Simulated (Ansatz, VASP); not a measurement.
**Two plane-wave programs on SrMn3**

Contents of INCAR:

```
  PREC = Accurate
  ENCUT = 520
  EDIFF = 1E-7
  ISMEAR = 0
  SIGMA = 0.05
  LREAL = False
  LASPH = True
  NELM = 150
  ALGO = Normal
  ISIF = 2
  LWAVE = False
  LCHARG = False
  ISPIN = 2
  MAGMOM = 0 0.5 0.5 0.5
  LORBIT = 11
  LMAXMIX = 4
  GGA = PE
  NBANDS = 36
```

Contents of KPOINTS:

```
Automatic mesh
0
Gamma
  8 8 8
```

POSCAR

```
SrMn3
1.0
    4.2779027837      0.0000000000      0.0000000000
    0.0000000000      4.2779027837      0.0000000000
    0.0000000000      0.0000000000      4.2779027837
Sr Mn
1 3
Direct
    0.0000000000      0.0000000000      0.0000000000
    0.0000000000      0.5000000000      0.5000000000
    0.5000000000      0.5000000000      0.0000000000
    0.5000000000      0.0000000000      0.5000000000
```

Input for Ansatz:

```yaml
crystal:
  lattice:
    - [4.2779027837, 0.0, 0.0]
    - [0.0, 4.2779027837, 0.0]
    - [0.0, 0.0, 4.2779027837]
  atoms:
    - { symbol: Sr, position: [0.0, 0.0, 0.0] }
    - { symbol: Mn, position: [0.0, 0.5, 0.5], spin: 0.5 }
    - { symbol: Mn, position: [0.5, 0.5, 0.0], spin: 0.5 }
    - { symbol: Mn, position: [0.5, 0.0, 0.5], spin: 0.5 }
basis:
  ecutwfc: 420
  ecutrho_ratio: 4
kpoints:
  mp_grid: { grid: [8, 8, 8] }
hamiltonian:
  xc: pbe
scf:
  occupations: { method: gaussian, width: 0.05 }
output:
  forces: true
  stress: true
  eigenvalues: true
  populations: true
magnetization:
  spin_polarized: true
```

Alike in both runs: task single point; functional PBE; k mesh 8 × 8 × 8; occupations gaussian, width 0.05 eV; collinear spin.

|  | VASP | Ansatz |
| --- | --- | --- |
| version | VASP 6.6.1 | Ansatz 0.2.0 |
| potentials or method | VASP PAW PBE potentials, release 64 (Sr_sv, Mn_pv), cutoff 520 eV | scalar-relativistic, plane waves, PAW |
| valence electrons in the cell | 49 | 55 |

|  | VASP | Ansatz | Ansatz less VASP |
| --- | --- | --- | --- |
| gap on the k mesh at the Fermi level (eV) | none | none | - |
| pressure (GPa) | 0.3 | 0.0 | -0.25 |
| net moment per atom (μB) | 2.66 | 2.66 | +0.001 |
| size of the moment on the site where the two differ most (μB) | 3.47 | 3.56 | +0.086 |

Site moments also hang on the region over which each program counts them. A gap of «none» marks a metal or a gap that the smearing closes. With one functional, cell and mesh, what is left measures potentials, basis and numerics. VASP's potentials hold 49 valence electrons a cell and Ansatz's 55, so a difference there can come from the potentials and not from the codes.
